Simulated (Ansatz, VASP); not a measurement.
# HfCl5: VASP beside Ansatz

Contents of INCAR:

```
PREC = Accurate
ENCUT = 600
EDIFF = 1E-6
ISMEAR = 0
SIGMA = 0.1
LREAL = False
LASPH = True
NELM = 80
ALGO = Normal
ISIF = 3
LWAVE = False
LCHARG = False
GGA = PE
IBRION = 2
NSW = 90
EDIFFG = -0.04
```

Contents of KPOINTS:

```
regular mesh
0
Gamma
  3 3 3
```

POSCAR

```
HfCl5
1.0
    3.2360496800      1.8683341500      4.5280817500
   -3.2360496800      1.8683341500      4.5280817500
    0.0000000000     -3.7366683100      4.5280817500
Hf Cl
1 5
Direct
    0.0000000000      0.0000000000      0.0000000000
    0.0000000000      0.0000000000      0.5000000000
    0.5000000000      0.0000000000      0.0000000000
    0.0000000000      0.5000000000      0.0000000000
    0.5688747600      0.5688747600      0.5688747600
    0.4311252400      0.4311252400      0.4311252400
```

Input for Ansatz:

```yaml
crystal:
  lattice:
    - [3.23604968, 1.86833415, 4.52808175]
    - [-3.23604968, 1.86833415, 4.52808175]
    - [0.0, -3.73666831, 4.52808175]
  atoms:
    - { symbol: Hf, position: [0.0, 0.0, 0.0] }
    - { symbol: Cl, position: [0.0, 0.0, 0.5] }
    - { symbol: Cl, position: [0.5, 0.0, 0.0] }
    - { symbol: Cl, position: [0.0, 0.5, 0.0] }
    - { symbol: Cl, position: [0.56887476, 0.56887476, 0.56887476] }
    - { symbol: Cl, position: [0.43112524, 0.43112524, 0.43112524] }
basis:
  ecutwfc: 420
kpoints:
  mp_grid: { grid: [3, 3, 3] }
hamiltonian:
  xc: pbe
scf:
  occupations: { method: gaussian, width: 0.1 }
  lower_state_search: "off"
output:
  forces: true
  stress: true
  eigenvalues: true
relax:
  adjacent_minimum: "off"
  f_tol: 0.04
  max_steps: 70
  cell: { stress_tol: 0.4 }
```

Alike in both runs: task relaxation of cell and atoms; functional PBE; k mesh 3 × 3 × 3; occupations gaussian, width 0.1 eV; no spin polarisation.

```csv
,VASP,Ansatz
version,VASP 6.6.1,Ansatz 0.2.0
potentials or method,"VASP PAW PBE potentials, release 64 (Hf_pv, Cl), cutoff 600 eV","scalar-relativistic, plane waves, PAW"
valence electrons in the cell,45,61
```

|  | VASP | Ansatz | Ansatz less VASP |
| --- | --- | --- | --- |
| gap on the k mesh at the Fermi level, each at its own relaxed structure (eV) | none | none | - |
| relaxed volume (Å³/atom) | 22.60 | 22.74 | +0.139 |
| relaxed cell length with the largest relative difference (Å) | 5.170 | 5.181 | +0.0106 |

A gap of «none» marks a metal or a gap that the smearing closes. VASP's potentials hold 45 valence electrons a cell and Ansatz's 61, so a difference there can come from the potentials and not from the codes.

The k mesh is coarse, so the values compare programs but aren't converged. Spin-orbit coupling is off throughout. Noted on VASP's run: the volume moved by over 15 % at a fixed basis, so the end points are rough.
